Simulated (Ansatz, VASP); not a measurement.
## One calculation of CdS, two programs

```
CELL_PARAMETERS angstrom
4.12455 0.00000 0.00000
2.06228 3.57197 0.00000
2.06228 1.19066 3.36768
ATOMIC_POSITIONS crystal
Cd 0.00000 0.00000 0.00000
S 0.75000 0.75000 0.75000
```

Alike in both runs: task single point; functional PBE; k mesh 8 × 8 × 8; occupations gaussian, width 0.1 eV; no spin polarisation.

|  | VASP | Ansatz |
| --- | --- | --- |
| version | VASP 6.6.1 | Ansatz 0.2.0 |
| potentials or method | VASP PAW PBE potentials, release 64 (Cd, S), cutoff 520 eV | all-electron LAPW, scalar-relativistic |

VASP gave:

```
gap on the k mesh at the Fermi level (eV) : 1.15
least direct gap on the mesh (eV)         : 1.15
pressure (GPa)                            : 3.2
```

Question: Estimate Ansatz's values.

Answer: gap on the k mesh at the Fermi level (eV): 1.15; least direct gap on the mesh (eV): 1.15; pressure (GPa): 2.9.

Ansatz ran all-electron here, and VASP with PAW potentials.
